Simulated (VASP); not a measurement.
Set up this calculation in VASP 6.6.1, as the native input.

```yaml
Task: single point
Functional: PBE
Potentials_or_basis: VASP PAW PBE potentials, release 64 (Na_pv, Al)
Cutoff: 520 eV
k_mesh: 5 × 5 × 5
Occupations: methfessel-paxton, width 0.1 eV
Spin: no spin polarisation
Dipole_correction: no
Further_INCAR_settings: ALGO = Normal; EDIFF = 1e-06; NBANDS = 20
```

The structure of Na3Al lies in POSCAR:

```
Na3Al
1.0
    0.0000000000      3.7636130659      3.7636130659
    3.7636130659      0.0000000000      3.7636130659
    3.7636130659      3.7636130659      0.0000000000
Na Al
3 1
Direct
    0.2500000000      0.2500000000      0.2500000000
    0.7500000000      0.7500000000      0.7500000000
    0.5000000000      0.5000000000      0.5000000000
    0.0000000000      0.0000000000      0.0000000000
```

These files were run (other wordings do the same):

INCAR

```
SYSTEM = Na3Al
PREC     = Accurate       ! precision mode
ENCUT    = 520            ! plane-wave cutoff, eV
EDIFF    = 1E-6           ! SCF threshold, eV
ISMEAR   = 1              ! smearing method
SIGMA    = 0.1            ! smearing width, eV
LREAL    = .False.        ! projectors in reciprocal space
LASPH    = .True.         ! aspherical terms in the spheres
NELM     = 80             ! most SCF steps
ALGO     = Normal         ! electronic algorithm
ISIF     = 2              ! what is computed and relaxed
LWAVE    = .False.        ! write WAVECAR
LCHARG   = .False.        ! write CHGCAR
GGA      = PE             ! functional
NBANDS   = 20             ! bands
```

KPOINTS

```
Automatic mesh
0
Gamma
  5 5 5
  0 0 0
```

Potentials or basis: VASP PAW PBE potentials, release 64 (Na_pv, Al).

Command:

```sh
$ cat potpaw_PBE.64/Na_pv/POTCAR potpaw_PBE.64/Al/POTCAR > POTCAR
$ mpirun -np 1 vasp_std > vasp.out
```

It gave:

| Item | Value |
| --- | --- |
| Pressure | 1.1 GPa |
| Band gap on the k mesh | zero (band 12 reaches 2.82 eV, above the bottom of band 13 at 1.22 eV) |

Wall time 14 s on 1 thread of AMD EPYC 7R13 Processor (Zen 3) (shared host), peak memory 0.2 GiB.
